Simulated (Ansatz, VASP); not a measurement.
## Si: VASP beside Ansatz

```
Si
1.0
     3.79317    0.00000    0.00000
    -1.89658    3.28498    0.00000
     0.00000    0.00000    6.38273
Si
4
Direct
  0.33333 0.66667 0.00100
  0.66667 0.33333 0.50100
  0.33333 0.66667 0.37300
  0.66667 0.33333 0.87300
```

Change from the starting cell: strained cell.

Alike in both runs: task relaxation of the atoms; functional LDA; k mesh 9 × 9 × 6; occupations gaussian, width 0.02 eV; no spin polarisation.

```csv
,VASP,Ansatz
version,VASP 6.6.1,Ansatz 0.2.0
potentials or method,"VASP PAW LDA potentials, release 64 (Si), cutoff 450 eV","scalar-relativistic, plane waves, PAW"
valence electrons in the cell,16,16
```

```csv
,VASP,Ansatz,Ansatz less VASP
"gap on the k mesh at the Fermi level, each at its own relaxed structure (eV)",0.38,0.38,+0.004
```

Ansatz warns that its potentials were made for another functional, while VASP's fit it. LDA's correlation is that of Perdew and Zunger in VASP and of Perdew and Wang (1992) in Ansatz. Ansatz's warnings: stress scf threshold loose.
